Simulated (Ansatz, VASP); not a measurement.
**Two plane-wave programs on NaCl**

```xyz
2
Lattice="0.0000 2.9450 2.9450 2.9450 0.0000 2.9450 2.9450 2.9450 0.0000" Properties=species:S:1:pos:R:3 pbc="T T T"
Na    0.0000    0.0000    0.0000
Cl    2.9450    2.9450    2.9450
```

Change from the starting cell: strain +0.040 along x and y, +0.040 along z, atoms carried along.

Alike in both runs: task single point; functional PBE; k mesh 8 × 8 × 8; occupations gaussian, width 0.05 eV; no spin polarisation.

|  | VASP | Ansatz |
| --- | --- | --- |
| version | VASP 6.6.1 | Ansatz 0.2.0 |
| potentials or method | VASP PAW PBE potentials, release 64 (Na_pv, Cl), cutoff 520 eV | scalar-relativistic, plane waves, PAW |
| valence electrons in the cell | 14 | 16 |

```csv
,VASP,Ansatz,Ansatz less VASP
gap on the k mesh at the Fermi level (eV),4.65,4.65,+0.001
least direct gap on the mesh (eV),4.65,4.65,+0.001
pressure (GPa),-1.9,-1.9,+0.03
```

VASP's potentials hold 14 valence electrons a cell and Ansatz's 16, so a difference there can come from the potentials and not from the codes.
